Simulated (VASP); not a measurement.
Ta:

```
CELL_PARAMETERS angstrom
-1.65493 1.65493 1.65493
1.65493 -1.65493 1.65493
1.65493 1.65493 -1.65493
ATOMIC_POSITIONS crystal
Ta 0.00000 0.00000 0.00000
```

- Program: VASP 6.6.1
- Task: relaxation of cell and atoms
- Functional: PBEsol
- Potentials or basis: VASP PAW PBE potentials, release 64 (Ta_pv)
- Cutoff: 500 eV
- k mesh: 8 × 8 × 8
- Occupations: gaussian, width 0.1 eV
- Spin: no spin polarisation

At the start: pressure -7.0 GPa; volume 18.13 Å³/atom.

Question: How do energy, volume and symmetry change on relaxing?

Answer: Over 3 steps the energy falls by 13.6 meV/atom and the volume is 17.55 Å³/atom (-3.2 %); space group Im-3m (No. 229, to 0.1 Å) before and after.

Step by step:
```csv
step,energy change (eV),largest force (eV/Å),pressure (GPa),volume (Å³)
1,0.0000,0.0000,-7.00,18.13
2,0.0756,0.0000,21.99,16.13
3,-0.0136,0.0000,-0.24,17.55
```

Final structure:
```xyz
1
Lattice="-1.6370 1.6370 1.6370 1.6370 -1.6370 1.6370 1.6370 1.6370 -1.6370" Properties=species:S:1:pos:R:3 pbc="T T T"
Ta    0.0000    0.0000    0.0000
```

Caveat: the PAW data sets were made with another functional, which shifts forces and pressure a little.
